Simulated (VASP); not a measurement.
Write the native input for VASP 6.6.1 that does the following.

```yaml
Task: single point
Functional: PBE
Potentials_or_basis: VASP PAW PBE potentials, release 64 (Ge_d)
Cutoff: 520 eV
k_mesh: 14 × 14 × 14
Occupations: gaussian, width 0.15 eV
Spin: no spin polarisation
Dipole_correction: no
Further_INCAR_settings: ALGO = Normal; EDIFF = 1e-06; NBANDS = 21
```

The structure of Ge lies in POSCAR:

```
Ge
1.0
    0.0000000000      2.8853454000      2.8287700000
    2.7721946000      0.0000000000      2.8287700000
    2.7721946000      2.8853454000      0.0000000000
Ge
2
Direct
    0.5000000000      0.5000000000      0.5000000000
    0.7500000000      0.7500000000      0.7500000000
```

This cell differs from its parent crystal: strain -0.0200 x Voigt [1, -1, 0, 0, 0, 0].

The input as run:

INCAR

```
  PREC = Accurate
  ENCUT = 520
  EDIFF = 1E-6
  ISMEAR = 0
  SIGMA = 0.15
  LREAL = False
  LASPH = True
  NELM = 60
  ALGO = Normal
  ISIF = 2
  LWAVE = False
  LCHARG = True
  GGA = PE
  LELF = True
  LVHAR = True
  NBANDS = 21
```

KPOINTS

```
regular mesh
0
Gamma
  14 14 14
```

Potentials or basis: VASP PAW PBE potentials, release 64 (Ge_d).

The run is started by

```bash
$ cat potpaw_PBE.64/Ge_d/POTCAR > POTCAR
$ mpirun -np 1 vasp_std > vasp.out
```

Results of the run:

```
Pressure               : 3.6 GPa
Band gap on the k mesh : 0.12 eV
```

Caveat: the cell differs from its parent crystal (strain -0.0200 x Voigt [1, -1, 0, 0, 0, 0]); the cell stands under pressure; semilocal functionals underestimate gaps, and a narrow one can read as zero.

Run time: 7.9 min on 1 thread of Oxide Virtual Turin-like Processor, on a shared host, peak memory 0.38 GiB.
